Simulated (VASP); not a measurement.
Crystal: H2Se.

```
H Se
1.0
     3.55356    0.00000    0.00000
    -1.77678    3.07747    0.00000
     0.00000    0.00000    2.54080
H Se
2 1
Direct
  0.33333 0.66667 0.50000
  0.66667 0.33333 0.50000
  0.00000 0.00000 0.00000
```

* Program: VASP 6.6.1
* Task: relaxation of cell and atoms
* Functional: PBE
* Potentials or basis: VASP PAW PBE potentials, release 64 (H, Se)
* Cutoff: 600 eV
* k mesh: 18 × 18 × 18
* Occupations: gaussian, width 0.1 eV
* Spin: no spin polarisation

At the start: pressure 0.4 GPa; volume 9.26 Å³/atom.

How do energy, volume and symmetry change on relaxing?

Over 9 steps the energy falls by 50.7 meV/atom and the volume is 8.80 Å³/atom (-5.0 %); space group P6/mmm (No. 191, to 0.1 Å) before and after.

The path:
```
step  energy change (eV)  largest force (eV/Å)  pressure (GPa)  volume (Å³)
   1              0.0000                0.0000            0.43        27.79
   2             -0.0591                0.0000           -1.05        27.87
   3             -0.1119                0.0000           -2.75        27.93
   4             -0.1266                0.0000           -4.30        27.83
   5             -0.1324                0.0000           -3.95        27.89
   6             -0.1314                0.0000           -3.50        27.93
   7             -0.1339                0.0000           -3.67        27.92
   8             -0.1517                0.0000           -0.50        26.58
   9             -0.1520                0.0000           -0.01        26.40
```

Final structure:
```yaml
crystal:
  lattice:
    - [3.27399, 0.00000, 0.00000]
    - [-1.63699, 2.83536, 0.00000]
    - [0.00000, 0.00000, 2.84375]
  atoms:
    - { symbol: H, position: [0.33333, 0.66667, 0.50000] }
    - { symbol: H, position: [0.66667, 0.33333, 0.50000] }
    - { symbol: Se, position: [0.00000, 0.00000, 0.00000] }
```
